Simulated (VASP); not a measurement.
# GaN (P6_3mc) in VASP: further runs

The runs below take GaN through single point, relaxation of cell and atoms, with PBEsol.

Program: VASP 6.6.1. These are calculated values, not measurements. Logs are shortened: lines on timing, memory, paths and dates and some standing lists are left out, and cuts for length are marked.

## 1. The cell of the first run

Symmetry: P6_3mc, No. 186, hexagonal system. Conventional cell: a = 3.183 Å, b = 3.183 Å, c = 5.185 Å, α = 90.00°, β = 90.00°, γ = 120.00°. Ga (site symmetry 3m) has 4 N at 1.95 Å within 2.6 Å. N (site symmetry 3m) has 4 Ga at 1.95 Å within 2.6 Å.

## 2. Single point, PBEsol

Input file INCAR:

```
PREC = Accurate
ENCUT = 520
EDIFF = 1E-6
ISMEAR = -1
SIGMA = 0.1
LREAL = False
LASPH = True
NELM = 100
ALGO = Normal
ISIF = 2
LWAVE = False
LCHARG = False
GGA = PS
NBANDS = 26
```

Input file KPOINTS:

```
Automatic mesh
0
Gamma
  10 10 6
```

Input file POSCAR:

```
GaN
1.0
    3.1825745955      0.0000000000      0.0000000000
   -1.5912872977      2.7561904491      0.0000000000
    0.0000000000      0.0000000000      5.1854102025
Ga N
2 2
Direct
    0.3333333333      0.6666666667     -0.0008061560
    0.6666666667      0.3333333333      0.4991938440
    0.3333333333      0.6666666667      0.3758061560
    0.6666666667      0.3333333333      0.8758061560
```

Potentials or basis: VASP PAW PBE potentials, release 64 (Ga_d, N).

Command:

```bash
$ cat potpaw_PBE.64/Ga_d/POTCAR potpaw_PBE.64/N/POTCAR > POTCAR
$ mpirun -np 1 vasp_std > vasp.out
```

OUTCAR:

```text
PREC = Accurate
   ENCUT = 520
   EDIFF = 1E-6
   ISMEAR = -1
   LREAL = False
   LASPH = True
   NELM = 100
   ISIF = 2
   GGA = PS

 ion  position               nearest neighbor table
   1  0.333  0.667  0.999-   4 1.95   4 1.95   4 1.95   3 1.95
   2  0.667  0.333  0.499-   3 1.95   3 1.95   3 1.95   4 1.95
   3  0.333  0.667  0.376-   2 1.95   2 1.95   2 1.95   1 1.95
   4  0.667  0.333  0.876-   1 1.95   1 1.95   1 1.95   2 1.95

  LATTYP: Found a hexagonal cell.
 ALAT       =     3.1825745955
 C/A-ratio  =     1.6293130128

  Lattice vectors:

 A1 = (   3.1825745955,   0.0000000000,   0.0000000000)
 A2 = (  -1.5912872977,   2.7561904491,   0.0000000000)
 A3 = (   0.0000000000,   0.0000000000,   5.1854102025)

Analysis of symmetry for initial positions (statically):
=====================================================================
 Subroutine PRICEL returns:
 Original cell was already a primitive cell.

 Routine SETGRP: Setting up the symmetry group for a
 hexagonal supercell.

 Subroutine GETGRP returns: Found 12 space group operations
 (whereof  6 operations were pure point group operations)
 out of a pool of 24 trial point group operations.

The static configuration has the point symmetry C_3v.
 The point group associated with its full space group is C_6v.

Analysis of symmetry for dynamics (positions and initial velocities):
=====================================================================
 Subroutine PRICEL returns:
 Original cell was already a primitive cell.

 Routine SETGRP: Setting up the symmetry group for a
 hexagonal supercell.

 Subroutine GETGRP returns: Found 12 space group operations
 (whereof  6 operations were pure point group operations)
 out of a pool of 24 trial point group operations.

The dynamic configuration has the point symmetry C_3v.
 The point group associated with its full space group is C_6v.

 Subroutine INISYM returns: Found 12 space group operations
 (whereof  6 operations are pure point group operations),
 and found     1 'primitive' translations

----------------------------------------------------------------------------------------

                                     Primitive cell

  volume of cell :      45.4853

  direct lattice vectors                    reciprocal lattice vectors
[... 89 lines left out ...]
   ENCUT  =  520.0 eV  38.22 Ry    6.18 a.u.   5.92  5.92  9.64*2*pi/ulx,y,z
   NELM   =    100;   NELMIN=  2; NELMDL= -5     # of ELM steps
   EDIFF  = 0.1E-05   stopping-criterion for ELM
   LREAL  =      F    real-space projection
   EDIFFG = 0.1E-04   stopping-criterion for IOM
   NSW    =      0    number of steps for IOM
   IBRION =     -1    ionic relax: 0-MD 1-quasi-New 2-CG
   NFREE  =      0    steps in history (QN), initial steepest desc. (CG)
   ISIF   =      2    stress and relaxation
   ISYM   =      2    0-nonsym 1-usesym 2-fastsym
   POTIM  = 0.5000    time-step for ionic-motion
   TEBEG  =    0.0;   TEEND  =   0.0 temperature during run
   PSTRESS=    0.0 pullay stress
   NELECT =      36.0000    total number of electrons
   NUPDOWN=      -1.0000    fix difference up-down
   EMIN   =  10.00;   EMAX   =-10.00  energy-range for DOS
   EFERMI =   0.00;   METHOD = LEGACY
   ISMEAR =    -1;   SIGMA  =   0.10  broadening in eV -4-tet -1-fermi 0-gaus
   EFERMI_NEDOS =   21; number of points for ismear=-14 and -15
   IALGO  =     38    algorithm
   IMIX   =      4    mixing-type and parameters
     AMIX     =   0.40;   BMIX     =  1.00
     AMIX_MAG =   1.60;   BMIX_MAG =  1.00
  volume/ion in A,a.u.               =      11.37        76.74
  Fermi-wavevector in a.u.,A,eV,Ry     =   1.514324  2.861657 31.200553  2.293176
  Thomas-Fermi vector in A             =   2.623996
   LORBIT       =      0    0 simple, 1 ext, 2 COOP (PROOUT), +10 PAW based schemes
   GGA     = PS    functional components
   LHFCALC =     F    Hartree Fock is set to
   AEXX    =    0.0000 exact exchange contribution
   IVDW    =     0    specifies the selected vdW correction
   LEPSILON=     F    determine dielectric tensor
   LRPA    =     F    only Hartree local field effects (RPA)
 non-spin polarized calculation
  energy-cutoff  :      520.00
  volume of cell :       45.49
 maximum number of plane-waves:      1244
 NGX is ok and might be reduce to    24
   NGX = 11   NGY = 11   NGZ = 19

 number of electron      35.9999993 magnetization

 Free energy of the ion-electron system (eV)
  ---------------------------------------------------
  ext. energy  EPLUGINS =         0.00000000
  ---------------------------------------------------
  free energy    TOTEN  =       -26.26856823 eV

  energy without entropy =      -26.26856619  energy(sigma->0) =      -26.26856721

 E-fermi :   6.3098     XC(G=0): -11.9286

 val. band max:        5.2369022969   @ k =   0.0000   0.0000   0.0000
 cond. band min:       7.1303785928   @ k =   0.0000   0.0000   0.0000
 fundamental gap:      1.8934762958
 Fermi energy:         6.3097997604

 k-point     1 :       0.0000    0.0000    0.0000
  band No.  band energies     occupation
      1     -10.7808      2.00000
      2      -9.8120      2.00000
      3      -8.1694      2.00000
      4      -8.1536      2.00000
      5      -8.1536      2.00000
      6      -8.0908      2.00000
[... 685 lines left out ...]
     25      17.1191      0.00000
     26      18.5411      0.00000

 [... further k-points ...]

------------------------ aborting loop because EDIFF is reached ----------------------------------------

  FORCE on cell =-STRESS in cart. coord.  units (eV):
  Direction    XX          YY          ZZ          XY          YZ          ZX
  --------------------------------------------------------------------------------------
  -------------------------------------------------------------------------------------
  Total       -0.0440643     -0.0440643     -0.0329057     -0.0000000      0.0000000     -0.0000000
  in kB       -1.5521230     -1.5521230     -1.1590744     -0.0000000      0.0000000     -0.0000000
  external PRESSURE =      -1.4211068 kB  Pullay stress =       0.0000000 kB

 VOLUME and BASIS-vectors are now :
 -----------------------------------------------------------------------------
  energy-cutoff  :      520.00
  volume of cell :       45.49
      direct lattice vectors                 reciprocal lattice vectors
     3.182574596  0.000000000  0.000000000     0.314211017  0.181409815  0.000000000
    -1.591287298  2.756190449  0.000000000     0.000000000  0.362819630  0.000000000
     0.000000000  0.000000000  5.185410202     0.000000000  0.000000000  0.192848774

 POSITION                                       TOTAL-FORCE (eV/Angst)
 -----------------------------------------------------------------------------------
     -0.00000      1.83746      5.18123        -0.000000      0.000000     -0.000353
      1.59129      0.91873      2.58852         0.000000     -0.000000     -0.000353
     -0.00000      1.83746      1.94871        -0.000000      0.000000      0.000353
      1.59129      0.91873      4.54141         0.000000      0.000000      0.000353
 -----------------------------------------------------------------------------------
    total drift:                               -0.000001     -0.000001     -0.000611

  FREE ENERGIE OF THE ION-ELECTRON SYSTEM (eV)
  ---------------------------------------------------
  free  energy   TOTEN  =       -26.2685682323 eV

  energy  without entropy=      -26.2685661870  energy(sigma->0) =      -26.26856721
```

Wall time 35 s (1 thread of Intel Xeon Platinum 8488C (Sapphire Rapids), shared host); peak memory 0.18 GiB.

What came out:

```yaml
Free_energy: -26.2686 eV
Pressure: -0.1 GPa
Band_gap_on_the_k_mesh: 1.89 eV, direct
```

Caveat: the PAW data sets were made with another functional, which shifts forces and pressure a little.

## 3. Relaxation of cell and atoms, PBEsol, target pressure -2 GPa, at which the enthalpy is minimised

Input file INCAR:

```
PREC     = Accurate       # precision mode
ENCUT    = 600            # plane-wave cutoff, eV
EDIFF    = 1E-7           # SCF threshold, eV
ISMEAR   = 0              # smearing method
SIGMA    = 0.01           # smearing width, eV
LREAL    = False          # projectors in reciprocal space
LASPH    = True           # aspherical terms in the spheres
NELM     = 60             # most SCF steps
ALGO     = Normal         # electronic algorithm
ISIF     = 3              # what is computed and relaxed
LWAVE    = False          # write WAVECAR
LCHARG   = False          # write CHGCAR
GGA      = PS             # functional
IBRION   = 2              # ionic algorithm
NSW      = 100            # ionic steps
EDIFFG   = -0.002         # ionic threshold
PSTRESS  = -20.0
```

Input file KPOINTS:

```
regular mesh
0
Gamma
  8 8 4
```

POSCAR is that of step 2.

Potentials or basis: VASP PAW PBE potentials, release 64 (Ga_d, N).

Command:

```bash
$ cat potpaw_PBE.64/Ga_d/POTCAR potpaw_PBE.64/N/POTCAR > POTCAR
$ mpirun -np 1 vasp_std > vasp.out
```

Wall time 76 s (1 thread of Intel Xeon Platinum 8488C (Sapphire Rapids), shared host); peak memory 0.2 GiB.

It converged, with:

```
Free energy                                            : -26.2686 eV
Relaxed volume                                         : 11.47 Å³/atom
Relaxed cell                                           : a = 3.192 Å, b = 3.192 Å, c = 5.201 Å, α = 90.00°, β = 90.00°, γ = 120.00°
Space group after relaxing (to 0.05 Å)                 : P6_3mc (No. 186)
Energy change on relaxing (the enthalpy is what falls) : +0.8 meV/atom
Ionic steps                                            : 3
Pressure after relaxing                                : -2.0 GPa
Band gap on the k mesh                                 : 1.83 eV, direct
```

The path:
```tsv
step	energy change (eV)	largest force (eV/Å)	pressure (GPa)	volume (Å³)
1	0.0000	0.0002	-0.39	45.49
2	0.0089	0.0025	-3.36	46.24
3	0.0030	0.0015	-2.00	45.89
```

Final structure:
```
Ga N
1.0
     3.19199    0.00000    0.00000
    -1.59599    2.76434    0.00000
     0.00000    0.00000    5.20092
Ga N
2 2
Direct
  0.33333 0.66667 0.99919
  0.66667 0.33333 0.49919
  0.33333 0.66667 0.37581
  0.66667 0.33333 0.87581
```

Levels at points of the mesh, in eV from the valence-band top:
| k point | band 16 | band 17 | band 18 | band 19 | band 20 | band 21 |
| --- | --- | --- | --- | --- | --- | --- |
| (0.00, 0.00, 0.00) | -0.04 | 0.00 | 0.00 | 1.83 | 4.15 | 9.06 |
| (0.50, 0.00, 0.00) | -2.75 | -2.23 | -1.00 | 4.92 | 5.46 | 5.92 |
| (0.00, 0.00, 0.50) | -0.53 | -0.53 | -0.53 | 4.16 | 4.16 | 8.33 |
| (0.50, 0.00, 0.50) | -1.95 | -1.91 | -1.91 | 4.28 | 4.28 | 7.65 |

Caveat: the cell is relaxed towards a set pressure, so the enthalpy falls and the energy may rise; the PAW data sets were made with another functional, which shifts forces and pressure a little. Zero-point motion and thermal expansion aren't in these numbers.
